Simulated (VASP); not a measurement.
Here is a VASP 6.6.1 calculation.

The input INCAR:

```
PREC = Accurate
ENCUT = 520
EDIFF = 1E-7
ISMEAR = -1
SIGMA = 0.01
LREAL = F
LASPH = T
NELM = 80
ALGO = Normal
ISIF = 2
LWAVE = F
LCHARG = T
GGA = PS
LELF = T
LVHAR = T
NBANDS = 22
```

File KPOINTS:

```
Automatic mesh
0
Gamma
  4 4 6
```

File POSCAR:

```
Bi
1.0
    3.4885980000     -3.1325780000      0.0000000000
    3.4885980000      3.1325780000      0.0000000000
   -1.2602350000      0.0000000000      3.1135500000
Bi
2
Direct
    0.7502280000      0.7515860000      0.8490970000
    0.2471020000      0.2530770000      0.1447550000
```

Potentials or basis: VASP PAW PBE potentials, release 64 (Bi_d).

Run with:

```bash
$ cat potpaw_PBE.64/Bi_d/POTCAR > POTCAR
$ mpirun -np 1 vasp_std > vasp.out
```

Estimate the band gap on the k mesh.

zero (bands 15 and 16 overlap by 4.68 eV).

What does it give for the largest force?

0.166 eV/Å.

Stress tensor (GPa, compression positive):
```
-1.69  0.01  0.01
 0.01 -3.04  0.00
 0.01  0.00 -3.42
```

Caveat: the PAW data sets were made with another functional, which shifts forces and pressure a little; spin-orbit coupling is left out, which moves the levels of the heavy elements.
